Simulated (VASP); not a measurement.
Set up this calculation in VASP 6.6.1, as the native input.

```yaml
Task: single point
Functional: PBE
Potentials_or_basis: VASP PAW PBE potentials, release 64 (Sc_sv, Ge_d, Se)
Cutoff: 520 eV
k_mesh: 4 × 4 × 4
Occupations: gaussian, width 0.1 eV
Spin: no spin polarisation
Dipole_correction: no
Further_INCAR_settings: ALGO = Normal; EDIFF = 1e-06; NBANDS = 41
```

The structure of Sc4GeSe lies in POSCAR:

```
Sc4GeSe
1.0
   -3.4215609000      3.4215609000      2.7351309000
    3.4215609000     -3.4215609000      2.7351309000
    3.4215609000      3.4215609000     -2.7351309000
Sc Ge Se
4 1 1
Direct
    0.4101766300      0.9101766300      0.8203532700
    0.0898233700      0.5898233700      0.1796467300
    0.5898233700      0.4101766300      0.5000000000
    0.9101766300      0.0898233700      0.5000000000
    0.5000000000      0.5000000000      0.0000000000
    0.0000000000      0.0000000000      0.0000000000
```

One way to write it, as run:

INCAR

```
PREC = Accurate
ENCUT = 520
EDIFF = 1E-6
ISMEAR = 0
SIGMA = 0.1
LREAL = False
LASPH = True
NELM = 80
ALGO = Normal
ISIF = 2
LWAVE = False
LCHARG = False
GGA = PE
NBANDS = 41
```

KPOINTS

```
Automatic mesh
0
Gamma
  4 4 4
```

Potentials or basis: VASP PAW PBE potentials, release 64 (Sc_sv, Ge_d, Se).

The run is started by

```bash
$ cat potpaw_PBE.64/Sc_sv/POTCAR potpaw_PBE.64/Ge_d/POTCAR potpaw_PBE.64/Se/POTCAR > POTCAR
$ mpirun -np 1 vasp_std > vasp.out
```

It gave:

The pressure is -1.7 GPa, the largest force is 0.009 eV/Å and the band gap on the k mesh is zero (band 32 reaches 5.57 eV, above the bottom of band 33 at 4.63 eV).

Caveat: the k points lie up to 0.37 Å⁻¹ apart.

Wall time 86 s on 1 thread of Intel(R) Xeon(R) Platinum 8488C (Sapphire Rapids), with other jobs on the host, peak memory 0.29 GiB.
